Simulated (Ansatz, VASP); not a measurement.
**Two plane-wave programs on Rb**

```
Rb
1.0
    -2.80600    2.84809    2.84809
     2.80600   -2.76391    2.76391
     2.80600    2.76391   -2.76391
Rb
1
Direct
  0.00000 0.00000 0.00000
```

Change from the starting cell: strain +0.0300 x Voigt [0, 0, 0, 1, 0, 0], atoms carried along.

Alike in both runs: task single point; functional PBE; k mesh 12 × 12 × 12; occupations gaussian, width 0.15 eV; no spin polarisation.

|  | VASP | Ansatz |
| --- | --- | --- |
| version | VASP 6.6.1 | Ansatz 0.2.0 |
| potentials or method | VASP PAW PBE potentials, release 64 (Rb_sv), cutoff 520 eV | scalar-relativistic, plane waves, PAW |
| valence electrons in the cell | 9 | 9 |

|  | VASP | Ansatz | Ansatz less VASP |
| --- | --- | --- | --- |
| gap on the k mesh at the Fermi level (eV) | none | none | - |
| pressure (GPa) | 0.1 | 0.1 | 0.00 |
| traceless stress, the component that is largest in VASP (GPa) | -0.06 | -0.06 | 0.000 |

A gap of «none» marks a metal or a gap that the smearing closes.
